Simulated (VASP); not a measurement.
# Ba3Ti4O12 (a cell with a defect) in VASP: further runs, part 2 of 2

VASP 6.6.1.

## 3. Electric field gradients, PBE

INCAR reads:

```
SYSTEM = Ba3Ti4O12
ALGO     = Normal         ! electronic algorithm
EDIFF    = 1E-8           ! SCF threshold, eV
ENCUT    = 520            ! plane-wave cutoff, eV
GGA      = PE             ! functional
ISIF     = 2              ! what is computed and relaxed
ISMEAR   = -1             ! smearing method
LASPH    = .True.         ! aspherical terms in the spheres
LCHARG   = .False.        ! write CHGCAR
LEFG     = .True.       
LREAL    = Auto         
LWAVE    = .False.        ! write WAVECAR
NBANDS   = 90             ! bands
NELECT   = 152.0        
NELM     = 80             ! most SCF steps
PREC     = Accurate       ! precision mode
SIGMA    = 0.01           ! smearing width, eV
```

KPOINTS reads:

```
k-points
0
Gamma
  3 3 3
  0 0 0
```

POSCAR reads:

```
Ba3Ti4O12
1.0
   -4.0060000000      4.0060000000      4.0060000000
    4.0060000000     -4.0060000000      4.0060000000
    4.0060000000      4.0060000000     -4.0060000000
Ba Ti O
3 4 12
Direct
    0.0000000000      0.0000000000      0.5000000000
    0.0000000000      0.5000000000      0.0000000000
    0.5000000000      0.0000000000      0.0000000000
    0.0000000000      0.0000000000      0.0000000000
    0.5000000000      0.5000000000      0.0000000000
    0.5000000000      0.0000000000      0.5000000000
    0.0000000000      0.5000000000      0.5000000000
    0.0000000000      0.2500000000      0.2500000000
    0.5000000000      0.7500000000      0.2500000000
    0.5000000000      0.2500000000      0.7500000000
    0.0000000000      0.7500000000      0.7500000000
    0.2500000000      0.0000000000      0.2500000000
    0.7500000000      0.5000000000      0.2500000000
    0.7500000000      0.0000000000      0.7500000000
    0.2500000000      0.5000000000      0.7500000000
    0.2500000000      0.2500000000      0.0000000000
    0.7500000000      0.7500000000      0.0000000000
    0.7500000000      0.2500000000      0.5000000000
    0.2500000000      0.7500000000      0.5000000000
```

Potentials or basis: VASP PAW PBE potentials, release 64 (Ba_sv, Ti_sv, O).

The run is started by

```console
cat potpaw_PBE.64/Ba_sv/POTCAR potpaw_PBE.64/Ti_sv/POTCAR potpaw_PBE.64/O/POTCAR > POTCAR
mpirun -np 1 vasp_std > vasp.out
```

OUTCAR:

```text
SYSTEM = Ba3Ti4O12
   EDIFF = 1E-8
   ENCUT = 520
   GGA = PE
   ISIF = 2
   ISMEAR = -1
   LASPH = .True.
   LREAL = Auto
   NELECT = 152.0
   NELM = 80
   PREC = Accurate

 ion  position               nearest neighbor table
   1  0.000  0.000  0.500-   8 2.83  10 2.83  11 2.83  12 2.83  14 2.83  15 2.83  16 2.83  18 2.83
                            19 2.83  17 2.83  13 2.83   9 2.83   4 3.47   4 3.47   5 3.47   7 3.47
   2  0.000  0.500  0.000-   8 2.83   9 2.83  11 2.83  12 2.83  13 2.83  15 2.83  16 2.83  17 2.83
                            19 2.83  18 2.83  14 2.83  10 2.83   4 3.47   7 3.47   5 3.47   4 3.47
   3  0.500  0.000  0.000-   8 2.83   9 2.83  10 2.83  12 2.83  13 2.83  14 2.83  16 2.83  17 2.83
                            18 2.83  19 2.83  15 2.83  11 2.83   4 3.47   6 3.47   5 3.47   5 3.47
   4  0.000  0.000  0.000-   8 2.00  11 2.00  12 2.00  14 2.00  16 2.00  17 2.00   1 3.47   2 3.47
                             3 3.47   1 3.47   2 3.47   3 3.47
   5  0.500  0.500  0.000-   9 2.00  10 2.00  13 2.00  15 2.00  16 2.00  17 2.00   1 3.47   2 3.47
[... 665 lines left out ...]
 ion       V_xx      V_yy      V_zz     asymmetry (V_yy - V_xx)/ V_zz
----------------------------------------------------------------------
   1      10.756    10.756   -21.512       0.000
   2      10.756    10.756   -21.512       0.000
   3      10.756    10.756   -21.512       0.000
   4       0.271     0.271    -0.541       0.000
   5       0.270     0.268    -0.538       0.005
   6       0.270     0.268    -0.538       0.005
[... 11 lines left out ...]
  18     -20.304    -7.164    27.467       0.478
  19     -20.304    -7.164    27.467       0.478
----------------------------------------------------------------------

           NMR quadrupolar parameters

 Cq : quadrupolar parameter    Cq=e*Q*V_zz/h
 eta: asymmetry parameters     (V_yy - V_xx)/ V_zz
 Q  : nuclear electric quadrupole moment in mb (millibarn)
----------------------------------------------------------------------
 ion       Cq(MHz)       eta       Q (mb)
----------------------------------------------------------------------
   1      -0.052       0.000       1.000
   2      -0.052       0.000       1.000
   3      -0.052       0.000       1.000
   4      -0.001       0.000       1.000
   5      -0.001       0.005       1.000
   6      -0.001       0.005       1.000
[... 11 lines left out ...]
  18       0.066       0.478       1.000
  19       0.066       0.478       1.000
----------------------------------------------------------------------
```

OSZICAR:

```text
N       E                     dE             d eps       ncg     rms          rms(c)
DAV:   1     0.207286554051E+04    0.20729E+04   -0.75774E+04   720   0.182E+03
DAV:   2     0.194983124890E+03   -0.18779E+04   -0.17895E+04   794   0.524E+02
DAV:   3    -0.163112929398E+03   -0.35810E+03   -0.35175E+03   930   0.217E+02
[... 13 lines left out ...]
DAV:  17    -0.143866704902E+03   -0.25357E-06   -0.76938E-07   912   0.358E-03    0.341E-03
DAV:  18    -0.143866704475E+03    0.42714E-06   -0.75015E-07   952   0.442E-03    0.662E-04
DAV:  19    -0.143866704400E+03    0.74953E-07   -0.62116E-08   704   0.141E-03    0.405E-04
DAV:  20    -0.143866704366E+03    0.33233E-07   -0.20428E-08   576   0.901E-04    0.252E-04
DAV:  21    -0.143866704371E+03   -0.45784E-08   -0.42146E-09   432   0.408E-04
   1 F= -.14386670E+03 E0= -.14386670E+03  d E =-.832965E-13
```

Run time: 5.7 min. Hardware: 1 thread of Intel Xeon Platinum 8488C (Sapphire Rapids), shared host; peak memory 0.41 GiB.

Results:

| Quantity | Value |
| --- | --- |
| Free energy | -143.8667 eV |
| Largest force | 0.517 eV/Å |

Forces on the atoms (eV/Å):
```
Ba   0.000  0.000  0.000
Ba   0.000  0.000  0.000
Ba   0.000  0.000  0.000
Ti   0.000  0.000  0.000
Ti   0.000  0.000  0.000
Ti   0.000  0.000  0.000
Ti   0.000  0.000  0.000
O    0.000 -0.366 -0.366
O    0.000 -0.366  0.366
O    0.000  0.366 -0.366
O    0.000  0.366  0.366
O   -0.366  0.000 -0.366
O   -0.366  0.000  0.366
O    0.366  0.000  0.366
O    0.366  0.000 -0.366
O   -0.366 -0.366  0.000
O    0.366  0.366  0.000
O   -0.366  0.366  0.000
O    0.366 -0.366  0.000
```

Electric field gradients, principal values (V/Å²):
```csv
atom,least,middle,greatest (by size)
1 Ba,10.756,10.756,-21.512
2 Ba,10.756,10.756,-21.512
3 Ba,10.756,10.756,-21.512
4 Ti,0.271,0.271,-0.541
5 Ti,0.268,0.270,-0.538
6 Ti,0.268,0.270,-0.538
7 Ti,0.268,0.270,-0.538
8 O,-7.168,-20.299,27.467
9 O,-7.164,-20.304,27.467
10 O,-7.164,-20.304,27.467
11 O,-7.168,-20.299,27.467
12 O,-7.168,-20.299,27.467
13 O,-7.164,-20.304,27.467
14 O,-7.168,-20.299,27.467
15 O,-7.164,-20.304,27.467
16 O,-7.168,-20.299,27.467
17 O,-7.168,-20.299,27.467
18 O,-7.164,-20.304,27.467
19 O,-7.164,-20.304,27.467
```

Caveat: the cell carries a net charge on a neutralising background, which shifts energy and pressure; without QUAD_EFG the Cq values of the log hold for a quadrupole moment of 1 mb, not for the nuclei.
